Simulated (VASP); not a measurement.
# B18N17 (a cell with a defect) in VASP: further runs

The runs below take B18N17 (a cell with a defect) through electric field gradients, with PBE.

All numbers are computed with VASP 6.6.1; they aren't measurements. Logs are shortened: lines on timing, memory, paths and dates and some standing lists are left out, and cuts for length are marked.

## Step 1: The cell of the first run

The cell holds a defect, 35 atoms: a = 7.505 Å, b = 7.505 Å, c = 7.369 Å, α = 90.00°, β = 90.00°, γ = 120.00°.

## Step 2: Electric field gradients, PBE, collinear spin

INCAR reads:

```
SYSTEM = B18N17
PREC     = Accurate       ! precision mode
ENCUT    = 520            ! plane-wave cutoff, eV
EDIFF    = 1E-8           ! SCF threshold, eV
ISMEAR   = -1             ! smearing method
SIGMA    = 0.01           ! smearing width, eV
LREAL    = Auto         
LASPH    = .True.         ! aspherical terms in the spheres
NELM     = 150            ! most SCF steps
ALGO     = Normal         ! electronic algorithm
ISIF     = 2              ! what is computed and relaxed
LWAVE    = .False.        ! write WAVECAR
LCHARG   = .False.        ! write CHGCAR
ISPIN    = 2              ! spin polarisation
MAGMOM   = 0.5 0 0 0 0 0 0.5 0 0.5 0 0 0 0 0 0 0 0 0 0 0 0 0 0 0 0 0 0 0 0 0 0 0 0 0 0 ! initial moments
LORBIT   = 11             ! projections on sites
GGA      = PE             ! functional
LEFG     = .True.       
NELECT   = 138.0        
NBANDS   = 96             ! bands
```

KPOINTS reads:

```
regular mesh
0
Gamma
  3 3 3
  0 0 0
```

POSCAR reads:

```
B18N17
1.0
    7.5049186035      0.0000000000      0.0000000000
   -3.7524593018      6.4994501639      0.0000000000
    0.0000000000      0.0000000000      7.3693201700
B N
18 17
Direct
    0.2222222222      0.1111111111      0.7500000000
    0.2222222222      0.4444444444      0.7500000000
    0.2222222222      0.7777777778      0.7500000000
    0.5555555556      0.1111111111      0.7500000000
    0.5555555556      0.4444444444      0.7500000000
    0.5555555556      0.7777777778      0.7500000000
    0.8888888889      0.1111111111      0.7500000000
    0.8888888889      0.4444444444      0.7500000000
    0.8888888889      0.7777777778      0.7500000000
    0.1111111111      0.2222222222      0.2500000000
    0.1111111111      0.5555555556      0.2500000000
    0.1111111111      0.8888888889      0.2500000000
    0.4444444444      0.2222222222      0.2500000000
    0.4444444444      0.5555555556      0.2500000000
    0.4444444444      0.8888888889      0.2500000000
    0.7777777778      0.2222222222      0.2500000000
    0.7777777778      0.5555555556      0.2500000000
    0.7777777778      0.8888888889      0.2500000000
    0.0000000000      0.3333333333      0.7500000000
    0.0000000000      0.6666666667      0.7500000000
    0.3333333333      0.0000000000      0.7500000000
    0.3333333333      0.3333333333      0.7500000000
    0.3333333333      0.6666666667      0.7500000000
    0.6666666667      0.0000000000      0.7500000000
    0.6666666667      0.3333333333      0.7500000000
    0.6666666667      0.6666666667      0.7500000000
    0.0000000000      0.0000000000      0.2500000000
    0.0000000000      0.3333333333      0.2500000000
    0.0000000000      0.6666666667      0.2500000000
    0.3333333333      0.0000000000      0.2500000000
    0.3333333333      0.3333333333      0.2500000000
    0.3333333333      0.6666666667      0.2500000000
    0.6666666667      0.0000000000      0.2500000000
    0.6666666667      0.3333333333      0.2500000000
    0.6666666667      0.6666666667      0.2500000000
```

Potentials or basis: VASP PAW PBE potentials, release 64 (B, N).

Command:

```bash
> cat potpaw_PBE.64/B/POTCAR potpaw_PBE.64/N/POTCAR > POTCAR
> mpirun -np 1 vasp_std > vasp.out
```

OUTCAR:

```text
SYSTEM = B18N17
   PREC = Accurate
   ENCUT = 520
   EDIFF = 1E-8
   ISMEAR = -1
   LREAL = Auto
   LASPH = .True.
   NELM = 150
   ISIF = 2
   ISPIN = 2
   LORBIT = 11
   GGA = PE
   NELECT = 138.0

 ion  position               nearest neighbor table
   1  0.222  0.111  0.750-  22 1.44  21 1.44
   2  0.222  0.444  0.750-  19 1.44  22 1.44  23 1.44
   3  0.222  0.778  0.750-  21 1.44  20 1.44  23 1.44
   4  0.556  0.111  0.750-  25 1.44  24 1.44  21 1.44
   5  0.556  0.444  0.750-  25 1.44  26 1.44  22 1.44
   6  0.556  0.778  0.750-  24 1.44  26 1.44  23 1.44
   7  0.889  0.111  0.750-  19 1.44  24 1.44
   8  0.889  0.444  0.750-  25 1.44  19 1.44  20 1.44
   9  0.889  0.778  0.750-  26 1.44  20 1.44
  10  0.111  0.222  0.250-  27 1.44  31 1.44  28 1.44
  11  0.111  0.556  0.250-  32 1.44  29 1.44  28 1.44
  12  0.111  0.889  0.250-  29 1.44  30 1.44  27 1.44
  13  0.444  0.222  0.250-  30 1.44  31 1.44  34 1.44
  14  0.444  0.556  0.250-  32 1.44  31 1.44  35 1.44
  15  0.444  0.889  0.250-  32 1.44  30 1.44  33 1.44
[... 18 lines left out ...]
  34  0.667  0.333  0.250-  16 1.44  17 1.44  13 1.44
  35  0.667  0.667  0.250-  18 1.44  17 1.44  14 1.44

  LATTYP: Found a hexagonal cell.
 ALAT       =     7.5049186035
 C/A-ratio  =     0.9819320581

  Lattice vectors:

 A1 = (   7.5049186035,   0.0000000000,   0.0000000000)
 A2 = (  -3.7524593018,   6.4994501639,   0.0000000000)
 A3 = (   0.0000000000,   0.0000000000,   7.3693201700)

Analysis of symmetry for initial positions (statically):
=====================================================================
 Subroutine PRICEL returns:
 Original cell was already a primitive cell.

 Routine SETGRP: Setting up the symmetry group for a
 hexagonal supercell.

 Subroutine GETGRP returns: Found 12 space group operations
 (whereof  6 operations were pure point group operations)
 out of a pool of 24 trial point group operations.

The static configuration has the point symmetry C_3v.
 The point group associated with its full space group is D_3h.

Analysis of symmetry for dynamics (positions and initial velocities):
=====================================================================
 Subroutine PRICEL returns:
 Original cell was already a primitive cell.

 Routine SETGRP: Setting up the symmetry group for a
 hexagonal supercell.

[... 1256 lines left out ...]

 POSITION                                       TOTAL-FORCE (eV/Angst)
 -----------------------------------------------------------------------------------
      1.25082      0.72216      5.52699         0.565400      0.326434     -0.000000
     -0.00000      2.88864      5.52699        -0.000000      0.568093     -0.000000
     -1.25082      5.05513      5.52699         0.491983     -0.284046     -0.000000
      3.75246      0.72216      5.52699        -0.000000      0.832367     -0.000000
      2.50164      2.88864      5.52699         0.720851     -0.416184     -0.000000
      1.25082      5.05513      5.52699        -0.491983     -0.284046     -0.000000
[... 27 lines left out ...]
      3.75246      2.16648      1.84233         0.000000     -0.000000     -0.000000
      2.50164      4.33297      1.84233         0.010836      0.036818     -0.000000
 -----------------------------------------------------------------------------------
    total drift:                               -0.000001      0.000001      0.000000

  FREE ENERGIE OF THE ION-ELECTRON SYSTEM (eV)
  ---------------------------------------------------
  free  energy   TOTEN  =      -304.4536872332 eV

  energy  without entropy=     -304.4536872332  energy(sigma->0) =     -304.45368723

 Electric field gradients (V/A^2)
---------------------------------------------------------------------
 ion       V_xx      V_yy      V_zz      V_xy      V_xz      V_yz
---------------------------------------------------------------------
   1      -3.569   -23.693    27.262    17.429     0.000    -0.000
   2     -17.128   -19.317    36.445    -0.000     0.000     0.000
   3     -18.770   -17.675    36.445     0.948     0.000     0.000
   4     -15.557   -18.430    33.987     0.000    -0.000     0.000
   5     -17.712   -16.276    33.987     1.244    -0.000    -0.000
   6     -18.770   -17.676    36.445    -0.948    -0.000    -0.000
[... 27 lines left out ...]
  34      -2.673    -2.674     5.347    -0.000     0.000    -0.000
  35      -2.955    -2.595     5.550     0.096    -0.000    -0.000
---------------------------------------------------------------------

 Electric field gradients after diagonalization (V/A^2)
 (convention: |V_zz| > |V_xx| > |V_yy|)
----------------------------------------------------------------------
 ion       V_xx      V_yy      V_zz     asymmetry (V_yy - V_xx)/ V_zz
----------------------------------------------------------------------
   1      27.262     6.494   -33.756       0.615
   2     -19.317   -17.128    36.445       0.060
   3     -19.317   -17.128    36.445       0.060
   4     -18.430   -15.557    33.987       0.085
   5     -18.430   -15.558    33.987       0.085
   6     -19.317   -17.128    36.445       0.060
[... 27 lines left out ...]
  34      -2.674    -2.673     5.347       0.000
  35      -2.979    -2.571     5.550       0.073
----------------------------------------------------------------------

           NMR quadrupolar parameters

 Cq : quadrupolar parameter    Cq=e*Q*V_zz/h
 eta: asymmetry parameters     (V_yy - V_xx)/ V_zz
 Q  : nuclear electric quadrupole moment in mb (millibarn)
----------------------------------------------------------------------
 ion       Cq(MHz)       eta       Q (mb)
----------------------------------------------------------------------
   1      -0.082       0.615       1.000
   2       0.088       0.060       1.000
   3       0.088       0.060       1.000
   4       0.082       0.085       1.000
   5       0.082       0.085       1.000
   6       0.088       0.060       1.000
[... 27 lines left out ...]
  34       0.013       0.000       1.000
  35       0.013       0.073       1.000
----------------------------------------------------------------------

 total charge

# of ion       s       p       d       tot
------------------------------------------
    1        0.699   1.163   0.000   1.862
    2        0.746   1.409   0.000   2.154
    3        0.746   1.409   0.000   2.154
    4        0.740   1.409   0.000   2.149
    5        0.740   1.409   0.000   2.149
    6        0.746   1.409   0.000   2.154
[... 27 lines left out ...]
   34        1.226   2.792   0.000   4.017
   35        1.226   2.792   0.000   4.017
--------------------------------------------------
tot         34.094  72.166   0.000 106.260

 magnetization (x)

# of ion       s       p       d       tot
------------------------------------------
    1        0.000   0.000   0.000   0.000
    2       -0.000   0.000   0.000   0.000
    3       -0.000   0.000   0.000   0.000
    4       -0.000   0.000   0.000  -0.000
    5       -0.000   0.000   0.000  -0.000
    6       -0.000   0.000   0.000   0.000
[... 27 lines left out ...]
   34       -0.000   0.000   0.000   0.000
   35       -0.000  -0.000   0.000  -0.000
--------------------------------------------------
tot          0.000   0.000   0.000   0.000
```

OSZICAR:

```text
N       E                     dE             d eps       ncg     rms          rms(c)
DAV:   1     0.716388389834E+03    0.71639E+03   -0.69044E+04  2312   0.132E+03
DAV:   2    -0.263204811137E+03   -0.97959E+03   -0.93104E+03  2880   0.310E+02
DAV:   3    -0.334323933995E+03   -0.71119E+02   -0.70486E+02  2768   0.859E+01
DAV:   4    -0.335757358931E+03   -0.14334E+01   -0.14308E+01  2856   0.130E+01
[... 13 lines left out ...]
DAV:  18    -0.304453687149E+03   -0.31421E-06   -0.41340E-07  2624   0.206E-03    0.791E-04
DAV:  19    -0.304453687195E+03   -0.45722E-07   -0.66537E-08  2512   0.828E-04    0.422E-04
DAV:  20    -0.304453687212E+03   -0.17522E-07   -0.75127E-09  1824   0.326E-04    0.265E-04
DAV:  21    -0.304453687227E+03   -0.14386E-07   -0.25012E-09  1584   0.186E-04    0.125E-04
DAV:  22    -0.304453687233E+03   -0.66721E-08   -0.83648E-10  1440   0.115E-04
   1 F= -.30445369E+03 E0= -.30445369E+03  d E =-.238931E-12  mag=    -0.0000
```

stdout:

```text
POSCAR found type information on POSCAR B N
 POSCAR found :  2 types and      35 ions
 scaLAPACK will be used
 LDA part: xc-table for (Slater+PW92), standard interpolation
 POSCAR, INCAR and KPOINTS ok, starting setup
 FFT: planning ... GRIDC
 FFT: planning ... GRID_SOFT
 FFT: planning ... GRID
 WAVECAR not read
 entering main loop
 the old and the new charge density differ
 old charge density:   139.00000 new  138.00000
    0.332E+01
ion   1

ion   2

ion   3

ion   4

ion   5

ion   6

ion   7

ion   8

ion   9

ion  10

ion  11

ion  12

ion  13

ion  14

ion  15

ion  16

ion  17

ion  18

ion  19

ion  20

ion  21

ion  22

ion  23

ion  24

ion  25

ion  26

ion  27

ion  28

ion  29

ion  30

ion  31

ion  32

ion  33

ion  34

ion  35
```

It took 13 min on 1 thread of AMD EPYC 9R45 (Zen 5), shared host; peak memory 0.66 GiB.

Results:

| Item | Value |
| --- | --- |
| Free energy | -304.4537 eV |
| Largest force | 1.661 eV/Å |
| Net moment | 0.00 μB per cell |
| Valence electrons inside the program's atomic spheres | B 1.86, 2.15, 2.17; N 4.00, 4.01, 4.02 |

Forces in eV/Å, atoms in the order of the input:
```
B    0.565  0.326  0.000
B    0.000  0.568  0.000
B    0.492 -0.284  0.000
B    0.000  0.832  0.000
B    0.721 -0.416  0.000
B   -0.492 -0.284  0.000
B   -0.565  0.326  0.000
B   -0.721 -0.416  0.000
B    0.000 -0.653  0.000
B    0.000  0.146  0.000
B    0.027  0.015  0.000
B    0.127 -0.073  0.000
B    0.031  0.018  0.000
B   -0.027  0.015  0.000
B    0.000 -0.031  0.000
B   -0.031  0.018  0.000
B    0.000 -0.036  0.000
B   -0.127 -0.073  0.000
N    0.927 -1.379  0.000
N   -0.730  1.492  0.000
N   -1.658 -0.114  0.000
N   -0.927 -1.379  0.000
N    0.000  0.000  0.000
N    1.658 -0.114  0.000
N    0.000  0.000  0.000
N    0.730  1.492  0.000
N    0.000  0.000  0.000
N    0.026 -0.028  0.000
N   -0.011  0.037  0.000
N   -0.037 -0.009  0.000
N   -0.026 -0.028  0.000
N    0.000  0.000  0.000
N    0.037 -0.009  0.000
N    0.000  0.000  0.000
N    0.011  0.037  0.000
```

Levels at points of the mesh, in eV from the Fermi level:
Spin up:
| k point | band 66 | band 67 | band 68 | band 69 | band 70 | band 71 | band 72 | band 73 |
| --- | --- | --- | --- | --- | --- | --- | --- | --- |
| (0.00, 0.00, 0.00) | -1.60 | -1.60 | -0.31 | -0.25 | 2.11 | 2.89 | 2.89 | 3.11 |
Spin down:
| k point | band 66 | band 67 | band 68 | band 69 | band 70 | band 71 | band 72 | band 73 |
| --- | --- | --- | --- | --- | --- | --- | --- | --- |
| (0.00, 0.00, 0.00) | -1.60 | -1.60 | -0.31 | -0.25 | 2.11 | 2.89 | 2.89 | 3.11 |

Electric field gradients, principal values (V/Å²):
```
atom    least   middle  greatest (by size)
 1 B    6.494   27.262             -33.756
 2 B  -17.128  -19.317              36.445
 3 B  -17.128  -19.317              36.445
 4 B  -15.557  -18.430              33.987
 5 B  -15.558  -18.430              33.987
 6 B  -17.128  -19.317              36.445
 7 B    6.494   27.262             -33.756
 8 B  -15.557  -18.430              33.987
 9 B    6.494   27.262             -33.756
10 B  -17.251  -17.713              34.964
11 B  -17.443  -17.534              34.977
12 B  -17.251  -17.713              34.964
13 B  -17.464  -17.572              35.036
14 B  -17.443  -17.534              34.977
15 B  -17.443  -17.534              34.977
16 B  -17.465  -17.571              35.036
17 B  -17.464  -17.572              35.036
18 B  -17.251  -17.713              34.964
19 N   -3.610   -8.245              11.855
20 N   -3.610   -8.245              11.856
21 N   -3.610   -8.245              11.856
22 N   -3.611   -8.243              11.855
23 N   -1.581   -1.581               3.163
24 N   -3.610   -8.245              11.855
25 N   -1.966   -1.966               3.931
26 N   -3.611   -8.243              11.855
27 N   -4.495   -4.501               8.995
28 N   -2.570   -2.981               5.551
29 N   -2.571   -2.980               5.551
30 N   -2.571   -2.980               5.551
31 N   -2.571   -2.979               5.550
32 N   -2.702   -2.702               5.403
33 N   -2.570   -2.981               5.551
34 N   -2.673   -2.674               5.347
35 N   -2.571   -2.979               5.550
```

Caveat: the cell carries a net charge on a neutralising background, which shifts energy and pressure; the cell is charged against a uniform background, so pressure and absolute levels hang on convention; without QUAD_EFG the Cq values of the log hold for a quadrupole moment of 1 mb, not for the nuclei.

(Continued in part 2 of 2.)
